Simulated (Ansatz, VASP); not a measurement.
# One calculation of V, two programs

```
V
1.0
    -1.49100    1.49100    1.49100
     1.49100   -1.49100    1.49100
     1.49100    1.49100   -1.49100
V
1
Direct
  0.00000 0.00000 0.00000
```

Alike in both runs: task single point; functional PBE; k mesh 6 × 6 × 6; occupations gaussian, width 0.1 eV; collinear spin.

```csv
,VASP,Ansatz
version,VASP 6.6.1,Ansatz 0.2.0
potentials or method,"VASP PAW PBE potentials, release 64 (V_sv), cutoff 500 eV","scalar-relativistic, plane waves, PAW"
valence electrons in the cell,13,13
```

Ansatz gave:

| Quantity | Value |
| --- | --- |
| gap on the k mesh at the Fermi level (eV) | none |
| pressure (GPa) | 4.2 |
| net moment per atom (μB) | 0.61 |
| size of the moment on the site where the two differ most (μB) | 0.45 |

Question: Estimate VASP's values.

Answer: gap on the k mesh at the Fermi level (eV): none; pressure (GPa): 4.4; net moment per atom (μB): 0.61; size of the moment on the site where the two differ most (μB): 0.48.

Site moments also hang on the region over which each program counts them. A gap of «none» marks a metal or a gap that the smearing closes.

The k mesh is coarse, so the values compare programs but aren't converged.
